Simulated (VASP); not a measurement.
# Ge (P6_3mc) in VASP: notebook

Ge is run at these levels: PBEsol; tasks: single point.

Program: VASP 6.6.1. These are calculated values, not measurements. Logs are shortened: lines on timing, memory, paths and dates and some standing lists are left out, and cuts for length are marked.

## Step 1: The cell of the first run

The structure is hexagonal, space group P6_3mc (No. 186). Conventional cell: a = 3.983 Å, b = 3.983 Å, c = 11.369 Å, α = 90.00°, β = 90.00°, γ = 120.00°. Ge (site symmetry 3m) has 3 Ge at 2.41 Å within 3.2 Å. Within 3.2 Å of Ge (site symmetry 3m) lie 3 Ge at 2.41 Å.

## Step 2: Single point, PBEsol

Contents of INCAR:

```
SYSTEM = Ge
ALGO = Normal
EDIFF = 1E-7
ENCUT = 520
GGA = PS
ISIF = 2
ISMEAR = -1
LASPH = .True.
LCHARG = .True.
LELF = .True.
LREAL = .False.
LVHAR = .True.
LWAVE = .False.
NBANDS = 36
NELM = 80
PREC = Accurate
SIGMA = 0.1
```

Contents of KPOINTS:

```
k-points
0
Gamma
  10 10 4
  0 0 0
```

Contents of POSCAR:

```
Ge
1.0
    3.9828982500      0.0000000000      0.0000000000
   -1.9914486333      3.4492904500      0.0000000000
    0.0000000000      0.0000000000     11.3691733410
Ge
4
Direct
    0.0000000000      0.0000000000      0.9774520000
    0.0000000000      0.0000000000      0.4774520000
    0.3333333333      0.6666666667      0.9148480000
    0.6666666667      0.3333333333      0.4148480000
```

Potentials or basis: VASP PAW PBE potentials, release 64 (Ge_d).

On the command line:

```
cat potpaw_PBE.64/Ge_d/POTCAR > POTCAR
mpirun -np 1 vasp_std > vasp.out
```

OUTCAR:

```text
SYSTEM = Ge
   EDIFF = 1E-7
   ENCUT = 520
   GGA = PS
   ISIF = 2
   ISMEAR = -1
   LASPH = .True.
   LREAL = .False.
   NELM = 80
   PREC = Accurate

 ion  position               nearest neighbor table
   1  0.000  0.000  0.977-   3 2.41   3 2.41   3 2.41
   2  0.000  0.000  0.477-   4 2.41   4 2.41   4 2.41
   3  0.333  0.667  0.915-   1 2.41   1 2.41   1 2.41
   4  0.667  0.333  0.415-   2 2.41   2 2.41   2 2.41

  LATTYP: Found a hexagonal cell.
 ALAT       =     3.9828982500
 C/A-ratio  =     2.8544975612

  Lattice vectors:

 A1 = (   3.9828982500,   0.0000000000,   0.0000000000)
 A2 = (  -1.9914486333,   3.4492904500,   0.0000000000)
 A3 = (   0.0000000000,   0.0000000000,  11.3691733410)

Analysis of symmetry for initial positions (statically):
=====================================================================
 Subroutine PRICEL returns:
 Original cell was already a primitive cell.

 Routine SETGRP: Setting up the symmetry group for a
 hexagonal supercell.

 Subroutine GETGRP returns: Found 12 space group operations
 (whereof  6 operations were pure point group operations)
 out of a pool of 24 trial point group operations.

The static configuration has the point symmetry C_3v.
 The point group associated with its full space group is C_6v.

Analysis of symmetry for dynamics (positions and initial velocities):
=====================================================================
 Subroutine PRICEL returns:
 Original cell was already a primitive cell.

 Routine SETGRP: Setting up the symmetry group for a
 hexagonal supercell.

 Subroutine GETGRP returns: Found 12 space group operations
 (whereof  6 operations were pure point group operations)
 out of a pool of 24 trial point group operations.

The dynamic configuration has the point symmetry C_3v.
 The point group associated with its full space group is C_6v.

 Subroutine INISYM returns: Found 12 space group operations
 (whereof  6 operations are pure point group operations),
 and found     1 'primitive' translations

----------------------------------------------------------------------------------------

                                     Primitive cell

  volume of cell :     156.1917

  direct lattice vectors                    reciprocal lattice vectors
     3.982898250  0.000000000  0.000000000     0.251073449  0.144957313  0.000000000
    -1.991448633  3.449290450  0.000000000     0.000000000  0.289914698  0.000000000
     0.000000000  0.000000000 11.369173341     0.000000000  0.000000000  0.087957143

  length of vectors
     3.982898250  3.982897471 11.369173341     0.289914642  0.289914698  0.087957143

  position of ions in fractional coordinates (direct lattice)
     0.000000000  0.000000000  0.977452000
     0.000000000  0.000000000  0.477452000
     0.333333333  0.666666667  0.914848000
     0.666666667  0.333333333  0.414848000

  ion indices of the primitive-cell ions
   primitive index   ion index
                 1           1
                 2           2
                 3           3
                 4           4

----------------------------------------------------------------------------------------

 KPOINTS: k-points

Automatic generation of k-mesh.
 Grid dimensions read from file:
 generate k-points for:   10   10    4

 Generating k-lattice:

  Cartesian coordinates                     Fractional coordinates (reciprocal lattice)
     0.025107345  0.014495731  0.000000000     0.100000000  0.000000000  0.000000000
     0.000000000  0.028991470  0.000000000     0.000000000  0.100000000  0.000000000
     0.000000000  0.000000000  0.021989286     0.000000000  0.000000000  0.250000000

  Length of vectors
     0.028991464  0.028991470  0.021989286

  Shift w.r.t. Gamma in fractional coordinates (k-lattice)
     0.000000000  0.000000000  0.000000000

 Subroutine IBZKPT returns following result:
 ===========================================

 Found     42 irreducible k-points:

 Following reciprocal coordinates:
            Coordinates               Weight
  0.000000  0.000000  0.000000      1.000000
  0.100000  0.000000  0.000000      6.000000
  0.200000  0.000000  0.000000      6.000000
  0.300000  0.000000  0.000000      6.000000
  0.400000  0.000000  0.000000      6.000000
  0.500000  0.000000  0.000000      3.000000
[... 16 lines left out ...]
  0.300000  0.100000  0.250000     24.000000
  0.400000  0.100000  0.250000     24.000000
 [... further k-points ...]
   k-points           NKPTS =     42   k-points in BZ     NKDIM =     42   number of bands    NBANDS=     36
   number of dos      NEDOS =    301   number of ions     NIONS =      4
   total plane-waves  NPLWV =  81000
   dimension x,y,z NGX =    30 NGY =   30 NGZ =   90
   dimension x,y,z NGXF=    60 NGYF=   60 NGZF=  180
   ions per type =               4
   NGX,Y,Z   is equivalent  to a cutoff of  12.52, 12.52, 13.16 a.u.
   NGXF,Y,Z  is equivalent  to a cutoff of  25.04, 25.04, 26.32 a.u.
 SYSTEM =  Ge
   PREC   = accura    normal or accurate (medium, high low for compatibility)
   ISTART =      0    job   : 0-new  1-cont  2-samecut
   ICHARG =      2    charge: 1-file 2-atom 10-const
   ISPIN  =      1    spin polarized calculation?
   LNONCOLLINEAR =      F non collinear calculations
   LSORBIT =      F    spin-orbit coupling
   LASPH  =      T    aspherical Exc in radial PAW
   ENCUT  =  520.0 eV  38.22 Ry    6.18 a.u.   7.41  7.41 21.14*2*pi/ulx,y,z
   NELM   =     80;   NELMIN=  2; NELMDL= -5     # of ELM steps
   EDIFF  = 0.1E-06   stopping-criterion for ELM
   LREAL  =      F    real-space projection
   EDIFFG = 0.1E-05   stopping-criterion for IOM
   NSW    =      0    number of steps for IOM
   IBRION =     -1    ionic relax: 0-MD 1-quasi-New 2-CG
   NFREE  =      0    steps in history (QN), initial steepest desc. (CG)
   ISIF   =      2    stress and relaxation
   ISYM   =      2    0-nonsym 1-usesym 2-fastsym
   POTIM  = 0.5000    time-step for ionic-motion
   TEBEG  =    0.0;   TEEND  =   0.0 temperature during run
   PSTRESS=    0.0 pullay stress
   NELECT =      56.0000    total number of electrons
   NUPDOWN=      -1.0000    fix difference up-down
   EMIN   =  10.00;   EMAX   =-10.00  energy-range for DOS
   EFERMI =   0.00;   METHOD = LEGACY
   ISMEAR =    -1;   SIGMA  =   0.10  broadening in eV -4-tet -1-fermi 0-gaus
   EFERMI_NEDOS =   21; number of points for ismear=-14 and -15
   IALGO  =     38    algorithm
   IMIX   =      4    mixing-type and parameters
     AMIX     =   0.40;   BMIX     =  1.00
     AMIX_MAG =   1.60;   BMIX_MAG =  1.00
  volume/ion in A,a.u.               =      39.05       263.51
  Fermi-wavevector in a.u.,A,eV,Ry     =   1.163014  2.197777 18.403257  1.352601
  Thomas-Fermi vector in A             =   2.299568
   LORBIT       =      0    0 simple, 1 ext, 2 COOP (PROOUT), +10 PAW based schemes
   GGA     = PS    functional components
   LHFCALC =     F    Hartree Fock is set to
   AEXX    =    0.0000 exact exchange contribution
   IVDW    =     0    specifies the selected vdW correction
   LEPSILON=     F    determine dielectric tensor
   LRPA    =     F    only Hartree local field effects (RPA)
 non-spin polarized calculation
  energy-cutoff  :      520.00
  volume of cell :      156.19
 maximum number of plane-waves:      4248
 NGX is ok and might be reduce to    30

 number of electron      56.0000049 magnetization

 Free energy of the ion-electron system (eV)
  ---------------------------------------------------
  ext. energy  EPLUGINS =         0.00000000
  ---------------------------------------------------
  free energy    TOTEN  =       -17.50293808 eV

  energy without entropy =      -17.49419063  energy(sigma->0) =      -17.49856435

 E-fermi :   0.7046     XC(G=0):  -7.2365

 val. band max:        0.4059670291   @ k =   0.3000   0.3000   0.0000
 cond. band min:       1.0005219005   @ k =   0.3000   0.3000   0.0000
 fundamental gap:      0.5945548714
 Fermi energy:         0.7045777817

 k-point     1 :       0.0000    0.0000    0.0000
  band No.  band energies     occupation
      1     -23.7148      2.00000
      2     -23.7148      2.00000
      3     -23.7148      2.00000
      4     -23.7148      2.00000
      5     -23.6561      2.00000
      6     -23.6561      2.00000
[... 28 lines left out ...]
     35       4.7190      0.00000
     36       4.7190      0.00000

 k-point     2 :       0.1000    0.0000    0.0000
  band No.  band energies     occupation
      1     -23.7197      2.00000
      2     -23.7197      2.00000
      3     -23.7183      2.00000
      4     -23.7183      2.00000
      5     -23.6639      2.00000
      6     -23.6638      2.00000
[... 28 lines left out ...]
     35       5.1209      0.00000
     36       5.1445      0.00000

 k-point     3 :       0.2000    0.0000    0.0000
  band No.  band energies     occupation
      1     -23.7276      2.00000
      2     -23.7276      2.00000
      3     -23.7248      2.00000
      4     -23.7248      2.00000
      5     -23.6753      2.00000
      6     -23.6753      2.00000
[... 28 lines left out ...]
     35       6.1099      0.00000
     36       6.1561      0.00000

 k-point     4 :       0.3000    0.0000    0.0000
  band No.  band energies     occupation
      1     -23.7309      2.00000
      2     -23.7309      2.00000
      3     -23.7297      2.00000
      4     -23.7297      2.00000
      5     -23.6880      2.00000
      6     -23.6880      2.00000
[... 28 lines left out ...]
     35       7.0721      0.00000
     36       7.2471      0.00000

 k-point     5 :       0.4000    0.0000    0.0000
  band No.  band energies     occupation
      1     -23.7321      2.00000
      2     -23.7321      2.00000
      3     -23.7277      2.00000
      4     -23.7277      2.00000
      5     -23.7010      2.00000
      6     -23.7010      2.00000
[... 655 lines left out ...]
 k-point    22 :       0.2000    0.1000    0.2500
  band No.  band energies     occupation
      1     -23.7328      2.00000
      2     -23.7328      2.00000
      3     -23.7275      2.00000
      4     -23.7275      2.00000
      5     -23.6828      2.00000
      6     -23.6827      2.00000
[... 28 lines left out ...]
     35       6.2194      0.00000
     36       6.5950      0.00000

 k-point    23 :       0.3000    0.1000    0.2500
  band No.  band energies     occupation
      1     -23.7379      2.00000
      2     -23.7379      2.00000
      3     -23.7263      2.00000
      4     -23.7263      2.00000
      5     -23.6958      2.00000
      6     -23.6958      2.00000
[... 28 lines left out ...]
     35       6.6501      0.00000
     36       6.9650      0.00000

 k-point    24 :       0.4000    0.1000    0.2500
  band No.  band energies     occupation
      1     -23.7397      2.00000
      2     -23.7397      2.00000
      3     -23.7215      2.00000
      4     -23.7215      2.00000
      5     -23.7072      2.00000
      6     -23.7072      2.00000
[... 28 lines left out ...]
     35       6.7612      0.00000
     36       7.3490      0.00000

 [... further k-points ...]

------------------------ aborting loop because EDIFF is reached ----------------------------------------

  FORCE on cell =-STRESS in cart. coord.  units (eV):
  Direction    XX          YY          ZZ          XY          YZ          ZX
  --------------------------------------------------------------------------------------
  -------------------------------------------------------------------------------------
  Total       -0.1998828     -0.1998827     -0.5662653     -0.0000000     -0.0000000      0.0000000
  in kB       -2.0503509     -2.0503501     -5.8086158     -0.0000003     -0.0000000      0.0000000
  external PRESSURE =      -3.3031056 kB  Pullay stress =       0.0000000 kB

 VOLUME and BASIS-vectors are now :
 -----------------------------------------------------------------------------
  energy-cutoff  :      520.00
  volume of cell :      156.19
      direct lattice vectors                 reciprocal lattice vectors
     3.982898250  0.000000000  0.000000000     0.251073449  0.144957313  0.000000000
    -1.991448633  3.449290450  0.000000000     0.000000000  0.289914698  0.000000000
     0.000000000  0.000000000 11.369173341     0.000000000  0.000000000  0.087957143

 POSITION                                       TOTAL-FORCE (eV/Angst)
 -----------------------------------------------------------------------------------
      0.00000      0.00000     11.11282         0.000000     -0.000000     -0.189502
      0.00000      0.00000      5.42823        -0.000000      0.000000     -0.189502
      0.00000      2.29953     10.40107        -0.000000     -0.000000      0.189502
      1.99145      1.14976      4.71648         0.000000      0.000000      0.189502
 -----------------------------------------------------------------------------------
    total drift:                                0.000000      0.000000      0.000339

  FREE ENERGIE OF THE ION-ELECTRON SYSTEM (eV)
  ---------------------------------------------------
  free  energy   TOTEN  =       -17.5029380787 eV

  energy  without entropy=      -17.4941906286  energy(sigma->0) =      -17.49856435
```

It took 6.6 min on 1 thread of AMD EPYC 7R13, shared host; peak memory 0.32 GiB.

Results:

```
Free energy            : -17.5029 eV
Pressure               : -0.3 GPa
Largest force          : 0.190 eV/Å
Band gap on the k mesh : 0.59 eV
```

Forces in eV/Å, atoms in the order of the input:
```
Ge   0.000  0.000 -0.190
Ge   0.000  0.000 -0.190
Ge   0.000  0.000  0.190
Ge   0.000  0.000  0.190
```

Stress tensor (GPa, compression positive):
```
-0.21  0.00  0.00
 0.00 -0.21  0.00
 0.00  0.00 -0.58
```

Levels at points of the mesh, in eV from the valence-band top:
```
           k point  band 26  band 27  band 28  band 29  band 30  band 31
(0.00, 0.00, 0.00)    -0.03    -0.03    -0.03     1.07     1.21     1.89
(0.50, 0.00, 0.00)    -1.63    -0.99    -0.85     0.87     1.06     2.00
(0.00, 0.00, 0.50)    -0.03    -0.03    -0.03     1.10     1.10     2.77
(0.50, 0.00, 0.50)    -1.64    -0.91    -0.91     0.93     0.93     2.04
```

Caveat: semilocal functionals underestimate gaps, and a narrow one can read as zero; the PAW data sets were made with another functional, which shifts forces and pressure a little.

## Step 3: Single point, PBEsol

This run uses another cell than the first one, of the same volume but with other edges.

Contents of INCAR:

```
PREC     = Accurate       # precision mode
ENCUT    = 520            # plane-wave cutoff, eV
EDIFF    = 1E-6           # SCF threshold, eV
ISMEAR   = -1             # smearing method
SIGMA    = 0.1            # smearing width, eV
LREAL    = F              # projectors in reciprocal space
LASPH    = T              # aspherical terms in the spheres
NELM     = 100            # most SCF steps
ALGO     = Normal         # electronic algorithm
ISIF     = 2              # what is computed and relaxed
LWAVE    = F              # write WAVECAR
LCHARG   = T              # write CHGCAR
GGA      = PS             # functional
LELF     = T              # ELF
LVHAR    = T            
NBANDS   = 36             # bands
```

Contents of KPOINTS:

```
regular mesh
0
Gamma
  10 10 4
```

Contents of POSCAR:

```
Ge
1.0
    4.0504050000      0.0000000000      0.0000000000
   -2.0252020000      3.5077530000      0.0000000000
    0.0000000000      0.0000000000     10.9933590000
Ge
4
Direct
    0.0000000000      0.0000000000      0.9774520000
    0.0000000000      0.0000000000      0.4774520000
    0.3333333333      0.6666666667      0.9148480000
    0.6666666667      0.3333333333      0.4148480000
```

Potentials or basis: VASP PAW PBE potentials, release 64 (Ge_d).

On the command line:

```
cat potpaw_PBE.64/Ge_d/POTCAR > POTCAR
mpirun -np 1 vasp_std > vasp.out
```

OUTCAR:

```text
PREC = Accurate
   ENCUT = 520
   EDIFF = 1E-6
   ISMEAR = -1
   LREAL = F
   LASPH = T
   NELM = 100
   ISIF = 2
   GGA = PS

 ion  position               nearest neighbor table
   1  0.000  0.000  0.977-   3 2.44   3 2.44   3 2.44
   2  0.000  0.000  0.477-   4 2.44   4 2.44   4 2.44
   3  0.333  0.667  0.915-   1 2.44   1 2.44   1 2.44
   4  0.667  0.333  0.415-   2 2.44   2 2.44   2 2.44

  LATTYP: Found a hexagonal cell.
 ALAT       =     4.0504050000
 C/A-ratio  =     2.7141382158

  Lattice vectors:

 A1 = (   4.0504050000,   0.0000000000,   0.0000000000)
 A2 = (  -2.0252020000,   3.5077530000,   0.0000000000)
 A3 = (   0.0000000000,   0.0000000000,  10.9933590000)

Analysis of symmetry for initial positions (statically):
=====================================================================
 Subroutine PRICEL returns:
 Original cell was already a primitive cell.

 Routine SETGRP: Setting up the symmetry group for a
 hexagonal supercell.

 Subroutine GETGRP returns: Found 12 space group operations
 (whereof  6 operations were pure point group operations)
[... 166 lines left out ...]

  energy without entropy =      -17.47569363  energy(sigma->0) =      -17.48008733

 E-fermi :   0.7250     XC(G=0):  -7.3183

 val. band max:        0.4909314144   @ k =   0.3000   0.3000   0.0000
 cond. band min:       1.0050431129   @ k =   0.3000   0.3000   0.0000
 fundamental gap:      0.5141116985
 Fermi energy:         0.7249723640

 k-point     1 :       0.0000    0.0000    0.0000
  band No.  band energies     occupation
      1     -23.7283      2.00000
      2     -23.7283      2.00000
      3     -23.7283      2.00000
      4     -23.7283      2.00000
      5     -23.6804      2.00000
      6     -23.6804      2.00000
[... 925 lines left out ...]
     35       6.7501      0.00000
     36       7.3315      0.00000

 [... further k-points ...]

------------------------ aborting loop because EDIFF is reached ----------------------------------------

  FORCE on cell =-STRESS in cart. coord.  units (eV):
  Direction    XX          YY          ZZ          XY          YZ          ZX
  --------------------------------------------------------------------------------------
  -------------------------------------------------------------------------------------
  Total       -2.0621034     -2.0621027     -0.6370069     -0.0000003      0.0000000      0.0000000
  in kB      -21.1525712    -21.1525636     -6.5342663     -0.0000030      0.0000000      0.0000000
  external PRESSURE =     -16.2798004 kB  Pullay stress =       0.0000000 kB

 VOLUME and BASIS-vectors are now :
 -----------------------------------------------------------------------------
  energy-cutoff  :      520.00
  volume of cell :      156.19
      direct lattice vectors                 reciprocal lattice vectors
     4.050405000  0.000000000  0.000000000     0.246888891  0.142541358  0.000000000
    -2.025202000  3.507753000  0.000000000     0.000000000  0.285082787  0.000000000
     0.000000000  0.000000000 10.993359000     0.000000000  0.000000000  0.090964008

 POSITION                                       TOTAL-FORCE (eV/Angst)
 -----------------------------------------------------------------------------------
      0.00000      0.00000     10.74548         0.000000     -0.000000     -0.172352
      0.00000      0.00000      5.24880        -0.000000     -0.000000     -0.172352
      0.00000      2.33850     10.05725         0.000000      0.000000      0.172352
      2.02520      1.16925      4.56057         0.000000     -0.000000      0.172352
 -----------------------------------------------------------------------------------
    total drift:                               -0.000000     -0.000000      0.001916

  FREE ENERGIE OF THE ION-ELECTRON SYSTEM (eV)
  ---------------------------------------------------
  free  energy   TOTEN  =       -17.4844810390 eV

  energy  without entropy=      -17.4756936267  energy(sigma->0) =      -17.48008733
```

Wall time 6.1 min (1 thread of AMD EPYC 7R13, shared host); peak memory 0.32 GiB.

What came out:

| Item | Value |
| --- | --- |
| Free energy | -17.4845 eV |
| Pressure | -1.6 GPa |
| Largest force | 0.172 eV/Å |
| Band gap on the k mesh | 0.51 eV |

Forces in eV/Å, atoms in the order of the input:
```
Ge   0.000  0.000 -0.172
Ge   0.000  0.000 -0.172
Ge   0.000  0.000  0.172
Ge   0.000  0.000  0.172
```

Levels at points of the mesh, in eV from the valence-band top:
| k point | band 25 | band 26 | band 27 | band 28 | band 29 | band 30 | band 31 | band 32 |
| --- | --- | --- | --- | --- | --- | --- | --- | --- |
| (0.00, 0.00, 0.00) | -0.23 | -0.23 | -0.22 | -0.22 | 0.58 | 0.77 | 1.88 | 4.01 |
| (0.50, 0.00, 0.00) | -1.76 | -1.73 | -1.04 | -0.85 | 0.82 | 1.05 | 1.77 | 1.85 |
| (0.00, 0.00, 0.50) | -0.23 | -0.23 | -0.23 | -0.23 | 0.63 | 0.63 | 2.85 | 2.85 |
| (0.50, 0.00, 0.50) | -1.75 | -1.75 | -0.94 | -0.94 | 0.89 | 0.89 | 1.82 | 1.82 |

Caveat: semilocal functionals underestimate gaps, and a narrow one can read as zero; the PAW data sets were made with another functional, which shifts forces and pressure a little.
